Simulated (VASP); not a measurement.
# HfO2 (P1) in VASP: further runs

The runs below take HfO2 through single point, with PBE.

All numbers are computed with VASP 6.6.1; they aren't measurements. Logs are shortened: lines on timing, memory, paths and dates and some standing lists are left out, and cuts for length are marked.

### 1 The cell of the first run

The typed cell holds 18 atoms: a = 6.467 Å, b = 6.467 Å, c = 6.467 Å, α = 80.41°, β = 70.53°, γ = 60.00°.

### 2 Single point, PBE

Contents of INCAR:

```
PREC = Accurate
ENCUT = 520
EDIFF = 1E-6
ISMEAR = -1
SIGMA = 0.2241
LREAL = Auto
LASPH = T
NELM = 120
ALGO = Normal
ISIF = 2
LWAVE = F
LCHARG = F
GGA = PE
NBANDS = 81
GGA_COMPAT = F
ISYM = -1
```

Contents of KPOINTS:

```
explicit points
4
Reciprocal
  0.25000000   0.25000000   0.25000000 2
  0.25000000   0.25000000   0.75000000 2
  0.25000000   0.75000000   0.25000000 2
  0.25000000   0.75000000   0.75000000 2
```

Contents of POSCAR:

```
HfO2
1.0
   -5.2801127906     -2.6400563953     -2.6400563953
   -2.6400563953     -5.2801127906      2.6400563953
   -5.2801127906      2.6400563953      2.6400563953
Hf O
6 12
Direct
    0.6543504158      0.6813134762      0.0173507657
    0.3052394391      0.3454457772     -0.0160716264
   -0.0307005437      0.0062909010      0.0147888886
    0.8389947669      0.3020443053      0.5203489223
    0.5410635997      0.9831932648      0.4959109026
    0.1773981675      0.6605463693      0.4808069639
    0.2201339655      0.7042968236      0.1450968058
    0.9333080615      0.3895320829      0.1293098324
    0.6382810937     -0.0427769902      0.1336557623
    0.4648786110      0.3221438760      0.6097895306
    0.1000177814      0.9866199593      0.6307093488
    0.7110933956      0.6510621022      0.6292108013
    0.5354649188      0.6436284226      0.3672214168
    0.1965590587      0.3088153728      0.3937109078
    0.8579708451     -0.0247685366      0.3942653467
    0.6873647358      0.3102409737      0.9057173946
    0.3591355731      0.0452148170      0.8933205003
    0.0611641606      0.6703475488      0.8515736649
```

Potentials or basis: VASP PAW PBE potentials, release 64 (Hf_pv, O).

The run is started by

```
$ cat potpaw_PBE.64/Hf_pv/POTCAR potpaw_PBE.64/O/POTCAR > POTCAR
$ mpirun -np 1 vasp_std > vasp.out
```

OUTCAR:

```text
PREC = Accurate
   ENCUT = 520
   EDIFF = 1E-6
   ISMEAR = -1
   LREAL = Auto
   LASPH = T
   NELM = 120
   ISIF = 2
   GGA = PE
   ISYM = -1

 ion  position               nearest neighbor table
   1  0.654  0.681  0.017-   9 1.99   8 2.09  13 2.15  17 2.39  12 2.44  18 2.46  16 2.51   7 2.58
                             6 3.55   3 3.58   2 3.59   5 3.61   5 3.71   2 3.73   3 3.78   3 3.84
   2  0.305  0.345  0.984-  17 1.95  18 2.15   8 2.16  16 2.25  10 2.29   7 2.43  14 2.51   9 2.66
                             1 3.59   6 3.65   4 3.66   5 3.67   3 3.71   6 3.73   3 3.73   1 3.73
   3  0.969  0.006  0.015-   7 2.09  16 2.12   9 2.19  18 2.29  15 2.32  11 2.34  17 2.51   8 2.58
                             5 3.45   4 3.57   1 3.58   6 3.65   4 3.70   2 3.71   2 3.73   2 3.78
   4  0.839  0.302  0.520-  11 2.10  12 2.13  14 2.20  10 2.23  15 2.32  16 2.35   8 2.43  13 2.44
                             5 3.50   3 3.57   6 3.60   2 3.66   3 3.70   6 3.79   5 3.82   6 3.84
   5  0.541  0.983  0.496-  15 1.91  12 2.05  10 2.19   9 2.23  14 2.38  17 2.45  13 2.49  11 2.68
                             3 3.45   4 3.50   6 3.54   1 3.61   2 3.67   1 3.71   6 3.80   4 3.82
   6  0.177  0.661  0.481-   7 2.08  13 2.13  15 2.22  11 2.22  18 2.26  10 2.30  14 2.37  12 2.87
                             5 3.54   1 3.55   4 3.60   2 3.65   3 3.65   2 3.73   4 3.79   5 3.80
   7  0.220  0.704  0.145-   6 2.08   3 2.09   2 2.43   1 2.58
   8  0.933  0.390  0.129-   1 2.09   2 2.16   4 2.43   3 2.58
   9  0.638  0.957  0.134-   1 1.99   3 2.19   5 2.23   2 2.66
  10  0.465  0.322  0.610-   5 2.19   4 2.23   2 2.29   6 2.30
  11  0.100  0.987  0.631-   4 2.10   6 2.22   3 2.34   5 2.68
  12  0.711  0.651  0.629-   5 2.05   4 2.13   1 2.44   6 2.87
  13  0.535  0.644  0.367-   6 2.13   1 2.15   4 2.44   5 2.49
  14  0.197  0.309  0.394-   4 2.20   6 2.37   5 2.38   2 2.51
  15  0.858  0.975  0.394-   5 1.91   6 2.22   3 2.32   4 2.32
  16  0.687  0.310  0.906-   3 2.12   2 2.25   4 2.35   1 2.51
  17  0.359  0.045  0.893-   2 1.95   1 2.39   5 2.45   3 2.51
  18  0.061  0.670  0.852-   2 2.15   6 2.26   3 2.29   1 2.46

IMPORTANT INFORMATION: All symmetrisations will be switched off!
NOSYMM: (Re-)initialisation of all symmetry stuff for point group C_1.

----------------------------------------------------------------------------------------

                                     Primitive cell

  volume of cell :     220.8111

  direct lattice vectors                    reciprocal lattice vectors
    -5.280112791 -2.640056395 -2.640056395    -0.094694947 -0.031564982 -0.157824911
    -2.640056395 -5.280112791  2.640056395     0.000000000 -0.126259929  0.126259929
    -5.280112791  2.640056395  2.640056395    -0.094694947  0.094694947  0.094694947

  length of vectors
     6.466791061  6.466791061  6.466791061     0.186740954  0.178558504  0.164016459

  position of ions in fractional coordinates (direct lattice)
     0.654350416  0.681313476  0.017350766
     0.305239439  0.345445777  0.983928374
     0.969299456  0.006290901  0.014788889
     0.838994767  0.302044305  0.520348922
     0.541063600  0.983193265  0.495910903
     0.177398168  0.660546369  0.480806964
[... 10 lines left out ...]
     0.359135573  0.045214817  0.893320500
     0.061164161  0.670347549  0.851573665

  ion indices of the primitive-cell ions
   primitive index   ion index
                 1           1
                 2           2
                 3           3
                 4           4
                 5           5
                 6           6
[... 10 lines left out ...]
                17          17
                18          18

----------------------------------------------------------------------------------------

 KPOINTS: explicit points

Read explicit list of k-points.

 Found      4 k-points:

 Following reciprocal coordinates:
            Coordinates               Weight
  0.250000  0.250000  0.250000      0.250000
  0.250000  0.250000  0.750000      0.250000
  0.250000  0.750000  0.250000      0.250000
  0.250000  0.750000  0.750000      0.250000
   k-points           NKPTS =      4   k-points in BZ     NKDIM =      4   number of bands    NBANDS=     81
   number of dos      NEDOS =    301   number of ions     NIONS =     18
   total plane-waves  NPLWV = 110592
   dimension x,y,z NGX =    48 NGY =   48 NGZ =   48
   dimension x,y,z NGXF=    96 NGYF=   96 NGZF=   96
   ions per type =               6  12
   NGX,Y,Z   is equivalent  to a cutoff of  12.34, 12.34, 12.34 a.u.
   NGXF,Y,Z  is equivalent  to a cutoff of  24.68, 24.68, 24.68 a.u.
 SYSTEM =  unknown system
   PREC   = accura    normal or accurate (medium, high low for compatibility)
   ISTART =      0    job   : 0-new  1-cont  2-samecut
   ICHARG =      2    charge: 1-file 2-atom 10-const
   ISPIN  =      1    spin polarized calculation?
   LNONCOLLINEAR =      F non collinear calculations
[... 14 lines left out ...]
   PSTRESS=    0.0 pullay stress
   NELECT =     132.0000    total number of electrons
   NUPDOWN=      -1.0000    fix difference up-down
   EMIN   =  10.00;   EMAX   =-10.00  energy-range for DOS
   EFERMI =   0.00;   METHOD = LEGACY
   ISMEAR =    -1;   SIGMA  =   0.22  broadening in eV -4-tet -1-fermi 0-gaus
   EFERMI_NEDOS =   21; number of points for ismear=-14 and -15
   IALGO  =     38    algorithm
   IMIX   =      4    mixing-type and parameters
     AMIX     =   0.40;   BMIX     =  1.00
     AMIX_MAG =   1.60;   BMIX_MAG =  1.00
  volume/ion in A,a.u.               =      12.27        82.78
  Fermi-wavevector in a.u.,A,eV,Ry     =   1.379090  2.606102 25.876763  1.901888
  Thomas-Fermi vector in A             =   2.504091
   LORBIT       =      0    0 simple, 1 ext, 2 COOP (PROOUT), +10 PAW based schemes
   GGA     = PE    functional components
   LHFCALC =     F    Hartree Fock is set to
   AEXX    =    0.0000 exact exchange contribution
   IVDW    =     0    specifies the selected vdW correction
   LEPSILON=     F    determine dielectric tensor
   LRPA    =     F    only Hartree local field effects (RPA)
 non-spin polarized calculation
  energy-cutoff  :      520.00
  volume of cell :      220.81
 maximum number of plane-waves:      5955
 NGX is ok and might be reduce to    48
   NGX = 25   NGY = 25   NGZ = 25

 number of electron     131.9999996 magnetization

 Free energy of the ion-electron system (eV)
  ---------------------------------------------------
  ext. energy  EPLUGINS =         0.00000000
  ---------------------------------------------------
  free energy    TOTEN  =      -177.22018583 eV

  energy without entropy =     -177.21664771  energy(sigma->0) =     -177.21841677

 E-fermi :   5.0072     XC(G=0): -11.1647

 val. band max:        3.1794711274   @ k =   0.2500   0.7500   0.2500
 cond. band min:       6.8162757482   @ k =   0.2500   0.7500   0.2500
 fundamental gap:      3.6368046208
 Fermi energy:         5.0071806078

 k-point     1 :       0.2500    0.2500    0.2500
  band No.  band energies     occupation
      1     -27.3939      2.00000
      2     -27.3581      2.00000
      3     -27.2938      2.00000
      4     -27.1180      2.00000
      5     -27.0989      2.00000
      6     -27.0495      2.00000
[... 70 lines left out ...]
     77       8.2690      0.00000
     78       8.4894      0.00000

 k-point     2 :       0.2500    0.2500    0.7500
  band No.  band energies     occupation
      1     -27.3853      2.00000
      2     -27.3557      2.00000
      3     -27.2923      2.00000
      4     -27.1176      2.00000
      5     -27.0850      2.00000
      6     -27.0557      2.00000
[... 70 lines left out ...]
     77       8.3598      0.00000
     78       8.4678      0.00000

 k-point     3 :       0.2500    0.7500    0.2500
  band No.  band energies     occupation
      1     -27.3948      2.00000
      2     -27.3605      2.00000
      3     -27.2900      2.00000
      4     -27.1198      2.00000
      5     -27.0937      2.00000
      6     -27.0542      2.00000
[... 70 lines left out ...]
     77       8.3512      0.00000
     78       8.4223      0.00000

 k-point     4 :       0.2500    0.7500    0.7500
  band No.  band energies     occupation
      1     -27.3848      2.00000
      2     -27.3599      2.00000
      3     -27.2893      2.00000
      4     -27.1197      2.00000
      5     -27.0852      2.00000
      6     -27.0623      2.00000
[... 70 lines left out ...]
     77       8.3761      0.00000
     78       8.5528      0.00000
 [bands above 78 left out]

------------------------ aborting loop because EDIFF is reached ----------------------------------------

  FORCE on cell =-STRESS in cart. coord.  units (eV):
  Direction    XX          YY          ZZ          XY          YZ          ZX
  --------------------------------------------------------------------------------------
  -------------------------------------------------------------------------------------
  Total      -18.2538278    -17.0907558    -18.6496869      1.6071610      0.3802230      2.0246434
  in kB     -132.4474721   -124.0083681   -135.3197759     11.6613574      2.7588504     14.6905571
  external PRESSURE =    -130.5918720 kB  Pullay stress =       0.0000000 kB

 VOLUME and BASIS-vectors are now :
 -----------------------------------------------------------------------------
  energy-cutoff  :      520.00
  volume of cell :      220.81
      direct lattice vectors                 reciprocal lattice vectors
    -5.280112791 -2.640056395 -2.640056395    -0.094694947 -0.031564982 -0.157824911
    -2.640056395 -5.280112791  2.640056395     0.000000000 -0.126259929  0.126259929
    -5.280112791  2.640056395  2.640056395    -0.094694947  0.094694947  0.094694947

 POSITION                                       TOTAL-FORCE (eV/Angst)
 -----------------------------------------------------------------------------------
     -5.34536     -5.27913      0.11699         0.229166      1.085840     -0.372966
     -7.71895     -0.03222      2.70377        -0.464647     -1.069634      1.018023
     -5.21271     -2.55318     -2.50335         1.464032     -0.429648     -1.572402
     -7.97490     -2.43607     -0.04383        -0.495014     -0.973802      0.771372
     -8.07103     -5.31058      2.47648         2.939097      1.660342      2.886447
     -5.21928     -2.68674      2.54490        -1.933477      0.212689     -1.217986
[... 10 lines left out ...]
     -6.73248      1.17154      1.52965         1.373391      1.866047     -1.216802
     -6.58911     -1.45278      3.85648         1.051161      1.203280      0.227302
 -----------------------------------------------------------------------------------
    total drift:                               -0.007641     -0.002978     -0.003013

  FREE ENERGIE OF THE ION-ELECTRON SYSTEM (eV)
  ---------------------------------------------------
  free  energy   TOTEN  =      -177.2201858315 eV

  energy  without entropy=     -177.2166477104  energy(sigma->0) =     -177.21841677
```

Wall time 3 min (1 thread of Intel Xeon Platinum 8488C (Sapphire Rapids), shared host); peak memory 0.33 GiB.

What came out:

```yaml
Free_energy: -177.2202 eV
Pressure: -13.1 GPa
Largest_force: 4.441 eV/Å
Band_gap_on_the_k_mesh: 3.64 eV
```

Forces in eV/Å, atoms in the order of the input:
```
Hf   0.229  1.086 -0.373
Hf  -0.465 -1.070  1.018
Hf   1.464 -0.430 -1.572
Hf  -0.495 -0.974  0.771
Hf   2.939  1.660  2.886
Hf  -1.933  0.213 -1.218
O   -0.704 -0.354 -1.849
O    0.279  1.279 -1.285
O   -1.660 -0.732  0.331
O   -0.438  0.075  0.141
O   -0.234 -0.481  0.622
O   -2.404 -0.015  0.255
O    2.454 -0.179  1.251
O   -0.238 -0.881 -0.009
O   -1.259 -2.009 -0.346
O    0.041 -0.258  0.366
O    1.373  1.866 -1.217
O    1.051  1.203  0.227
```

Caveat: the cell stands under tension; the atoms stand as in a frame of molecular dynamics; spin-orbit coupling is left out, which moves the levels of the heavy elements; a shifted mesh leaves out Γ, where band edges can lie; forces of over 1 eV/Å act on the atoms, so gaps and moduli don't describe the material at rest.

### 3 Single point, PBE

Contents of INCAR:

```
ALGO = Normal
EDIFF = 1E-6
ENCUT = 520
GGA = PE
GGA_COMPAT = F
ISIF = 2
ISMEAR = -1
ISYM = -1
LASPH = T
LCHARG = F
LREAL = Auto
LWAVE = F
NBANDS = 81
NELM = 120
PREC = Accurate
SIGMA = 0.2241
```

KPOINTS is that of step 2.

Contents of POSCAR:

```
HfO2
1.0
   -5.2801127906     -2.6400563953     -2.6400563953
   -2.6400563953     -5.2801127906      2.6400563953
   -5.2801127906      2.6400563953      2.6400563953
Hf O
6 12
Direct
    0.6558768668      0.6788247667      0.0178334259
    0.2679922234      0.3596844882     -0.0322825490
   -0.0544269623     -0.0052135250      0.0335953998
    0.8530082933      0.2851935289      0.5233505627
    0.5367656802      0.9782585218      0.4946167068
    0.1805586114      0.6546116476      0.4757808402
    0.2645961785      0.6776519382      0.1247187373
    0.9401507500      0.3424585935      0.1376247116
    0.6668641321     -0.0913792348      0.2093452439
    0.4914211943      0.2984169838      0.6691508572
    0.0493935787      1.0003408783      0.7094558674
    0.7123179275      0.6484164517      0.6674632039
    0.4936620239      0.6495377661      0.3714020093
    0.2174232279      0.3363952130      0.4343313469
    0.8886677904      0.0032447539      0.3972107383
    0.6588807799      0.2789870959      0.9633622806
    0.3643970769     -0.0078701602      0.9016335803
    0.0108036834      0.6545262959      0.8787884244
```

Potentials or basis: VASP PAW PBE potentials, release 64 (Hf_pv, O).

The run is started by

```
$ cat potpaw_PBE.64/Hf_pv/POTCAR potpaw_PBE.64/O/POTCAR > POTCAR
$ mpirun -np 1 vasp_std > vasp.out
```

Run time: 3.1 min. Hardware: 1 thread of Intel Xeon Platinum 8488C (Sapphire Rapids), shared host; peak memory 0.33 GiB.

Results (log left out):

```
Free energy            : -175.8141 eV
Pressure               : -4.4 GPa
Largest force          : 8.223 eV/Å
Band gap on the k mesh : 3.15 eV (least direct gap 3.18 eV)
```

Forces in eV/Å, atoms in the order of the input:
```
Hf   2.826  1.959  0.548
Hf  -3.754  1.261 -1.157
Hf  -1.852 -1.957 -1.200
Hf  -1.495 -0.373  2.136
Hf  -4.513  3.776  5.743
Hf   0.486 -0.096  0.509
O    1.187  1.506  0.511
O   -0.783  0.870  0.430
O    3.465 -2.241 -3.717
O    1.776 -1.834 -1.445
O    1.591 -3.047 -2.282
O    0.370 -0.691 -1.330
O   -1.569 -0.567 -0.114
O    1.370  1.830 -0.830
O    1.106  1.559 -0.434
O    0.020 -0.195  1.476
O   -1.574 -0.866  0.903
O    1.344 -0.892  0.254
```

Stress tensor (GPa, compression positive):
```
-4.35 -1.20 -2.49
-1.20 -6.03  4.60
-2.49  4.60 -2.85
```

Levels at points of the mesh, in eV from the valence-band top:
```csv
k point,band 64,band 65,band 66,band 67,band 68,band 69
"(0.25, 0.25, 0.25)",-0.58,-0.38,-0.03,3.15,3.56,3.61
```

Caveat: the cell stands under tension; the atoms stand as in a frame of molecular dynamics; spin-orbit coupling is left out, which moves the levels of the heavy elements; a shifted mesh leaves out Γ, where band edges can lie; forces of over 1 eV/Å act on the atoms, so gaps and moduli don't describe the material at rest.

### 4 Single point, PBE

Contents of INCAR:

```
ALGO = Normal ; EDIFF = 1E-6
ENCUT = 520 ; GGA = PE
GGA_COMPAT = F ; ISIF = 2
ISMEAR = -1 ; ISYM = -1
LASPH = T ; LCHARG = F
LREAL = Auto ; LWAVE = F
NBANDS = 81 ; NELM = 120
PREC = Accurate ; SIGMA = 0.2241
```

KPOINTS is that of step 3.

Contents of POSCAR:

```
HfO2
1.0
   -5.2801127906     -2.6400563953     -2.6400563953
   -2.6400563953     -5.2801127906      2.6400563953
   -5.2801127906      2.6400563953      2.6400563953
Hf O
6 12
Direct
    0.6540835339      0.6785959837      0.0066266577
    0.2549728993      0.3494006170     -0.0469844130
   -0.0538967969     -0.0190205533      0.0286057336
    0.8531157405      0.2883895465      0.5131288113
    0.5224185750      0.9690789199      0.4964585235
    0.1896666239      0.6363603961      0.4749077528
    0.2443466111      0.6354676121      0.0625253689
    0.9563610413      0.3165623033      0.1788820689
    0.6469895566     -0.0649191940      0.1425546252
    0.5128737032      0.2828723664      0.6306920197
    0.1106360520      0.9493989110      0.6633292960
    0.7108207373      0.6061796014      0.6441485504
    0.4874061285      0.7172781120      0.3941764281
    0.2233581706      0.2672680280      0.5027451316
    0.9198181982     -0.0726856948      0.3876948431
    0.6274601758      0.2718888889      1.0112944007
    0.3765576442     -0.0167921918      0.9278600087
   -0.0120070667      0.6491939603      0.8397138803
```

The run is started by

```
$ cat potpaw_PBE.64/Hf_pv/POTCAR potpaw_PBE.64/O/POTCAR > POTCAR
$ mpirun -np 1 vasp_std > vasp.out
```

Wall time 2.7 min (1 thread of Intel Xeon Platinum 8488C (Sapphire Rapids), shared host); peak memory 0.33 GiB.

The run converged. Its results:

- Free energy: -174.5985 eV
- Pressure: -5.0 GPa
- Largest force: 5.834 eV/Å
- Band gap on the k mesh: 2.60 eV

Forces on the atoms (eV/Å):
```
Hf   2.783  2.096  1.222
Hf  -3.128 -0.798 -2.025
Hf  -0.193 -1.887 -1.408
Hf  -1.354  1.194 -0.371
Hf  -0.759  1.589 -0.789
Hf  -1.997 -0.557  0.029
O   -1.300  1.193  1.384
O    0.481 -0.539  0.278
O   -2.071  2.013 -0.298
O   -0.541 -0.954  0.267
O    0.033 -0.094  2.017
O   -1.980 -0.178  0.186
O    4.995  2.362 -1.873
O    2.386 -2.222  2.377
O    1.525 -0.149  1.137
O   -0.588 -2.693 -0.236
O    1.075 -0.661 -0.167
O    0.634  0.285 -1.732
```

Stress tensor (GPa, compression positive):
```
-4.29  0.27  3.87
 0.27 -2.59 -1.33
 3.87 -1.33 -7.99
```

Levels at points of the mesh, in eV from the valence-band top:
| k point | band 62 | band 63 | band 64 | band 65 | band 66 | band 67 | band 68 | band 69 | band 70 | band 71 |
| --- | --- | --- | --- | --- | --- | --- | --- | --- | --- | --- |
| (0.25, 0.25, 0.25) | -1.38 | -1.22 | -0.91 | -0.62 | -0.03 | 2.71 | 2.92 | 3.13 | 3.43 | 3.59 |

Caveat: the stress differs along the axes, from -8 to -3 GPa; the atoms stand as in a frame of molecular dynamics; spin-orbit coupling is left out, which moves the levels of the heavy elements; a shifted mesh leaves out Γ, where band edges can lie; forces of over 1 eV/Å act on the atoms, so gaps and moduli don't describe the material at rest.

### 5 Summary

| cell | gap on the mesh (eV) | pressure (GPa) | largest force (eV/Å) |
| --- | --- | --- | --- |
| as given, atomic positions A | 3.64 | -13.1 | 4.44 |
| as given, atomic positions B | 3.15 | -4.4 | 8.22 |
| as given, atomic positions C | 2.60 | -5.0 | 5.83 |

Alike in all rows: task single point; level PBE; potentials or basis VASP PAW PBE potentials, release 64 (Hf_pv, O); no spin polarisation; k mesh 2 × 2 × 2, shifted; cutoff (eV) 520; smearing fermi-dirac 0.2241 eV.

Caveats: the atoms stand as in a frame of molecular dynamics; spin-orbit coupling is left out, which moves the levels of the heavy elements; a shifted mesh leaves out Γ, where band edges can lie; forces of over 1 eV/Å act on the atoms, so gaps and moduli don't describe the material at rest; the cell stands under tension (at least some runs); the stress differs along the axes, from -8 to -3 GPa (at least some runs).

Total energies depend on the potentials used, so only differences within one code and one set of settings carry meaning.
